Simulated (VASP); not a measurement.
A run of VASP 6.6.1 is set up as follows.

File INCAR:

```
PREC = Accurate
ENCUT = 500
EDIFF = 1E-6
ISMEAR = 0
SIGMA = 0.02
LREAL = F
LASPH = T
NELM = 120
ALGO = Normal
ISIF = 2
LWAVE = F
LCHARG = F
GGA = PE
IVDW = 12
NBANDS = 11
GGA_COMPAT = F
```

KPOINTS

```
Automatic mesh
0
Gamma
  10 10 10
```

File POSCAR:

```
BAs
1.0
    0.0000000000      2.3820895465      2.3820895465
    2.3820895465      0.0000000000      2.3820895465
    2.3820895465      2.3820895465      0.0000000000
B As
1 1
Direct
    0.0000000000      0.0000000000      0.0000000000
    0.2500000000      0.2500000000      0.2500000000
```

Potentials or basis: VASP PAW PBE potentials, release 64 (B, As).

The run is started by

```console
$ cat potpaw_PBE.64/B/POTCAR potpaw_PBE.64/As/POTCAR > POTCAR
$ mpirun -np 1 vasp_std > vasp.out
```

**Question.** Predict the dispersion energy per atom.

**Answer.** -0.333 eV.

**Question.** Estimate the band gap on the k mesh.

**Answer.** 1.17 eV (least direct gap 3.29 eV).

**Question.** Predict the pressure.

**Answer.** 0.7 GPa.

A k mesh can miss the band edges.
